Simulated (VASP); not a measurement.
# Sb2Se3 (R-3m) in VASP: single point with PBEsol

Aim: the single point of Sb2Se3 with PBEsol.

All numbers are computed with VASP 6.6.1; they aren't measurements. Logs are shortened: lines on timing, memory, paths and dates and some standing lists are left out, and cuts for length are marked.

### Step 1. The cell of the first run

Symmetry: R-3m, No. 166, trigonal system. Conventional cell: a = 3.969 Å, b = 3.969 Å, c = 27.345 Å, α = 90.00°, β = 90.00°, γ = 120.00°. Within 3.7 Å of Sb (site symmetry 3m) lie 6 Se at 2.77 to 2.94 Å. Se (site symmetry -3m) has 6 Sb at 2.94 Å within 3.9 Å. Within 3.7 Å of Se (site symmetry 3m) lie 3 Sb at 2.77 Å and 3 Se at 3.25 Å.

### Step 2. Single point, PBEsol

File INCAR:

```
  PREC = Accurate
  ENCUT = 520
  EDIFF = 1E-6
  ISMEAR = 0
  SIGMA = 0.02
  LREAL = False
  LASPH = True
  NELM = 60
  ALGO = Normal
  ISIF = 2
  LWAVE = False
  LCHARG = False
  GGA = PS
  NBANDS = 22
```

File KPOINTS:

```
Automatic mesh
0
Gamma
  10 10 10
```

File POSCAR:

```
Sb2Se3
1.0
    1.9846365192     -1.1458304286      9.1150055407
    0.0000000000      2.2916608572      9.1150055407
   -1.9846365192     -1.1458304286      9.1150055407
Sb Se
2 3
Direct
    0.4006750357      0.4006750357      0.4006750357
    0.5993249643      0.5993249643      0.5993249643
    0.0000000000      0.0000000000      0.0000000000
    0.2088076867      0.2088076867      0.2088076867
    0.7911923133      0.7911923133      0.7911923133
```

Potentials or basis: VASP PAW PBE potentials, release 64 (Sb, Se).

On the command line:

```console
$ cat potpaw_PBE.64/Sb/POTCAR potpaw_PBE.64/Se/POTCAR > POTCAR
$ mpirun -np 1 vasp_std > vasp.out
```

OUTCAR:

```text
PREC = Accurate
   ENCUT = 520
   EDIFF = 1E-6
   ISMEAR = 0
   LREAL = False
   LASPH = True
   NELM = 60
   ISIF = 2
   GGA = PS

 ion  position               nearest neighbor table
   1  0.401  0.401  0.401-   5 2.77   5 2.77   5 2.77   3 2.94   3 2.94   3 2.94
   2  0.599  0.599  0.599-   4 2.77   4 2.77   4 2.77   3 2.94   3 2.94   3 2.94
   3  0.000  0.000  0.000-   2 2.94   1 2.94   2 2.94   1 2.94   2 2.94   1 2.94
   4  0.209  0.209  0.209-   2 2.77   2 2.77   2 2.77
   5  0.791  0.791  0.791-   1 2.77   1 2.77   1 2.77

  LATTYP: Found a trigonal (rhomboedric) cell.
 ALAT       =     9.3986720068
 COS(alpha) =     0.9108217461

  Lattice vectors:

 A1 = (   1.9846365192,  -1.1458304286,   9.1150055407)
 A2 = (   0.0000000000,   2.2916608572,   9.1150055407)
 A3 = (  -1.9846365192,  -1.1458304286,   9.1150055407)

Analysis of symmetry for initial positions (statically):
=====================================================================
 Subroutine PRICEL returns:
 Original cell was already a primitive cell.

 Routine SETGRP: Setting up the symmetry group for a
 trigonal (rhombohedral) supercell.

 Subroutine GETGRP returns: Found 12 space group operations
 (whereof 12 operations were pure point group operations)
 out of a pool of 12 trial point group operations.

The static configuration has the point symmetry D_3d.

Analysis of symmetry for dynamics (positions and initial velocities):
=====================================================================
 Subroutine PRICEL returns:
 Original cell was already a primitive cell.

 Routine SETGRP: Setting up the symmetry group for a
 trigonal (rhombohedral) supercell.

 Subroutine GETGRP returns: Found 12 space group operations
 (whereof 12 operations were pure point group operations)
 out of a pool of 12 trial point group operations.

The dynamic configuration has the point symmetry D_3d.

 Subroutine INISYM returns: Found 12 space group operations
 (whereof 12 operations are pure point group operations),
 and found     1 'primitive' translations

----------------------------------------------------------------------------------------

                                     Primitive cell

  volume of cell :     124.3682

  direct lattice vectors                    reciprocal lattice vectors
     1.984636519 -1.145830429  9.115005541     0.251935302 -0.145454914  0.036569735
     0.000000000  2.291660857  9.115005541     0.000000000  0.290909828  0.036569735
[... 94 lines left out ...]
   NSW    =      0    number of steps for IOM
   IBRION =     -1    ionic relax: 0-MD 1-quasi-New 2-CG
   NFREE  =      0    steps in history (QN), initial steepest desc. (CG)
   ISIF   =      2    stress and relaxation
   ISYM   =      2    0-nonsym 1-usesym 2-fastsym
   POTIM  = 0.5000    time-step for ionic-motion
   TEBEG  =    0.0;   TEEND  =   0.0 temperature during run
   PSTRESS=    0.0 pullay stress
   NELECT =      28.0000    total number of electrons
   NUPDOWN=      -1.0000    fix difference up-down
   EMIN   =  10.00;   EMAX   =-10.00  energy-range for DOS
   EFERMI =   0.00;   METHOD = LEGACY
   ISMEAR =     0;   SIGMA  =   0.02  broadening in eV -4-tet -1-fermi 0-gaus
   EFERMI_NEDOS =   21; number of points for ismear=-14 and -15
   IALGO  =     38    algorithm
   IMIX   =      4    mixing-type and parameters
     AMIX     =   0.40;   BMIX     =  1.00
     AMIX_MAG =   1.60;   BMIX_MAG =  1.00
  volume/ion in A,a.u.               =      24.87       167.86
  Fermi-wavevector in a.u.,A,eV,Ry     =   0.995920  1.882015 13.495022  0.991856
  Thomas-Fermi vector in A             =   2.127973
   LORBIT       =      0    0 simple, 1 ext, 2 COOP (PROOUT), +10 PAW based schemes
   GGA     = PS    functional components
   LHFCALC =     F    Hartree Fock is set to
   AEXX    =    0.0000 exact exchange contribution
   IVDW    =     0    specifies the selected vdW correction
   LEPSILON=     F    determine dielectric tensor
   LRPA    =     F    only Hartree local field effects (RPA)
 non-spin polarized calculation
 Gauss-broadening in eV      SIGMA  =   0.02
  energy-cutoff  :      520.00
  volume of cell :      124.37
 maximum number of plane-waves:      3400
 NGX is ok and might be reduce to    70
   NGX = 35   NGY = 35   NGZ = 35

 number of electron      28.0000000 magnetization

 Free energy of the ion-electron system (eV)
  ---------------------------------------------------
  ext. energy  EPLUGINS =         0.00000000
  ---------------------------------------------------
  free energy    TOTEN  =       -21.94284077 eV

  energy without entropy =      -21.94284077  energy(sigma->0) =      -21.94284077

 E-fermi :   6.1697     XC(G=0):  -9.9674

 val. band max:        6.0894539755   @ k =   0.5000   0.2000   0.2000
 cond. band min:       6.4377071560   @ k =   0.4000   0.4000   0.3000
 fundamental gap:      0.3482531804
 Fermi energy:         6.1696516929

 k-point     1 :       0.0000    0.0000    0.0000
  band No.  band energies     occupation
      1      -9.0194      2.00000
      2      -7.9230      2.00000
      3      -7.6911      2.00000
      4      -2.8988      2.00000
      5      -1.9169      2.00000
      6       3.6244      2.00000
[... 589 lines left out ...]
     21      10.1346      0.00000
     22      12.0945      0.00000

 [... further k-points ...]

------------------------ aborting loop because EDIFF is reached ----------------------------------------

  FORCE on cell =-STRESS in cart. coord.  units (eV):
  Direction    XX          YY          ZZ          XY          YZ          ZX
  --------------------------------------------------------------------------------------
  -------------------------------------------------------------------------------------
  Total        2.0131451      2.0131451      2.0153396      0.0000000      0.0000000      0.0000000
  in kB       25.9343967     25.9343967     25.9626676      0.0000000      0.0000000      0.0000000
  external PRESSURE =      25.9438203 kB  Pullay stress =       0.0000000 kB

 VOLUME and BASIS-vectors are now :
 -----------------------------------------------------------------------------
  energy-cutoff  :      520.00
  volume of cell :      124.37
      direct lattice vectors                 reciprocal lattice vectors
     1.984636519 -1.145830429  9.115005541     0.251935302 -0.145454914  0.036569735
     0.000000000  2.291660857  9.115005541     0.000000000  0.290909828  0.036569735
    -1.984636519 -1.145830429  9.115005541    -0.251935302 -0.145454914  0.036569735

 POSITION                                       TOTAL-FORCE (eV/Angst)
 -----------------------------------------------------------------------------------
      0.00000      0.00000     10.95647         0.000000      0.000000     -0.035307
      0.00000      0.00000     16.38855         0.000000      0.000000      0.035307
      0.00000      0.00000      0.00000         0.000000     -0.000000      0.000000
      0.00000      0.00000      5.70985         0.000000      0.000000     -0.031665
      0.00000      0.00000     21.63517         0.000000      0.000000      0.031665
 -----------------------------------------------------------------------------------
    total drift:                               -0.000000      0.000000     -0.000000

  FREE ENERGIE OF THE ION-ELECTRON SYSTEM (eV)
  ---------------------------------------------------
  free  energy   TOTEN  =       -21.9428407673 eV

  energy  without entropy=      -21.9428407672  energy(sigma->0) =      -21.94284077
```

stdout:

```text
POSCAR found type information on POSCAR SbSe
 POSCAR found :  2 types and       5 ions
 scaLAPACK will be used
 -----------------------------------------------------------------------------
|                                                                             |
|                                                                             |
|     You enforced a specific xc type in the INCAR file but a different       |
|     I HOPE YOU KNOW WHAT YOU ARE DOING!                                     |
|                                                                             |
 -----------------------------------------------------------------------------

 LDA part: xc-table for (Slater+PW92), standard interpolation
 POSCAR, INCAR and KPOINTS ok, starting setup
 FFT: planning ... GRIDC
 FFT: planning ... GRID_SOFT
 FFT: planning ... GRID
 WAVECAR not read
 entering main loop
```

Run time: 25 min. Hardware: 1 thread of Intel Xeon 6975P-C, shared host; peak memory 0.84 GiB.

Results:

```
Free energy            : -21.9428 eV
Pressure               : 2.6 GPa
Largest force          : 0.035 eV/Å
Band gap on the k mesh : 0.35 eV, indirect (least direct gap 0.41 eV)
```

Forces on the atoms (eV/Å):
```
Sb   0.000  0.000 -0.035
Sb   0.000  0.000  0.035
Se   0.000  0.000  0.000
Se   0.000  0.000 -0.032
Se   0.000  0.000  0.032
```

Caveat: the PAW data sets were made with another functional, which shifts forces and pressure a little; spin-orbit coupling is left out, which moves the levels of the heavy elements.
